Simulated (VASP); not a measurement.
Input of a VASP 6.6.1 run:

Contents of POSCAR:

```
CdSe
1.0
    4.3460853800      0.0000000000      0.0000000000
   -2.1730426900      3.7638203500      0.0000000000
    0.0000000000      0.0000000000      7.0898398800
Cd Se
2 2
Direct
    0.6666666700      0.3333333300      0.4999533600
    0.3333333300      0.6666666700      0.9999533600
    0.6666666700      0.3333333300      0.8759066400
    0.3333333300      0.6666666700      0.3759066400
```

INCAR.step1

```
SYSTEM = CdSe
ALGO = Normal ; EDIFF = 1E-4
ENCUT = 520 ; GGA = PE
ISMEAR = 0 ; LASPH = .True.
LCHARG = .False. ; LREAL = .False.
LWAVE = .True. ; NBANDS = 26
NELM = 60 ; PREC = Accurate
SIGMA = 0.1
```

Contents of INCAR.step2:

```
SYSTEM = CdSe
ALGO = Normal ; EDIFF = 1E-6
ENCUT = 520 ; ISIF = 2
ISMEAR = 0 ; ISTART = 1
LASPH = .True. ; LCHARG = .False.
LMIXTAU = .True. ; LREAL = .False.
LWAVE = .False. ; METAGGA = R2SCAN
NBANDS = 26 ; NELM = 60
PREC = Accurate ; SIGMA = 0.1
```

The input KPOINTS:

```
k-points
0
Gamma
  6 6 4
  0 0 0
```

Potentials or basis: VASP PAW PBE potentials, release 64 (Cd, Se).

Command:

```sh
$ cat potpaw_PBE.64/Cd/POTCAR potpaw_PBE.64/Se/POTCAR > POTCAR
$ cp INCAR.step1 INCAR
$ mpirun -np 1 vasp_std > vasp.out
$ cp INCAR.step2 INCAR
$ mpirun -np 1 vasp_std > vasp.out
```

**Question.** What does it give for the band gap on the k mesh?

**Answer.** 1.08 eV.

**Question.** What does it give for the largest force?

**Answer.** 0.004 eV/Å.

Forces in eV/Å, atoms in the order of the input:
```
Cd   0.000  0.000  0.004
Cd   0.000  0.000  0.004
Se   0.000  0.000 -0.004
Se   0.000  0.000 -0.004
```

Caveat: the PAW data sets were made with another functional, which shifts forces and pressure a little.
